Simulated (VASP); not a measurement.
Wanted: the native input for a VASP 6.6.1 run.

```
Task                   : single point
Functional             : PBE
Potentials or basis    : VASP PAW PBE potentials, release 64 (Cu)
Cutoff                 : 520 eV
k mesh                 : 26 × 26 × 26
Occupations            : gaussian, width 0.1 eV
Spin                   : no spin polarisation
Dipole correction      : no
Further INCAR settings : ALGO = Normal; EDIFF = 1e-06; NBANDS = 12
```

The structure of Cu lies in POSCAR:

```
Cu
1.0
    0.0000000000      1.7965045503      1.7965045503
    1.7965045503      0.0000000000      1.7965045503
    1.7965045503      1.7965045503      0.0000000000
Cu
1
Direct
    0.0000000000      0.0000000000      0.0000000000
```

These files were run (other wordings do the same):

INCAR

```
PREC     = Accurate       # precision mode
ENCUT    = 520            # plane-wave cutoff, eV
EDIFF    = 1E-6           # SCF threshold, eV
ISMEAR   = 0              # smearing method
SIGMA    = 0.1            # smearing width, eV
LREAL    = False          # projectors in reciprocal space
LASPH    = True           # aspherical terms in the spheres
NELM     = 100            # most SCF steps
ALGO     = Normal         # electronic algorithm
ISIF     = 2              # what is computed and relaxed
LWAVE    = False          # write WAVECAR
LCHARG   = False          # write CHGCAR
GGA      = PE             # functional
NBANDS   = 12             # bands
```

KPOINTS

```
regular mesh
0
Gamma
  26 26 26
```

Potentials or basis: VASP PAW PBE potentials, release 64 (Cu).

Run with:

```bash
$ cat potpaw_PBE.64/Cu/POTCAR > POTCAR
$ mpirun -np 1 vasp_std > vasp.out
```

Results of the run:

```
Pressure               : 5.2 GPa
Band gap on the k mesh : zero (an odd number of electrons rules out a gap without spin polarisation)
```

Caveat: the cell stands under pressure.

Wall time 24 s on 1 thread of Intel(R) Xeon(R) 6975P-C (Granite Rapids) (shared host), peak memory 0.18 GiB.
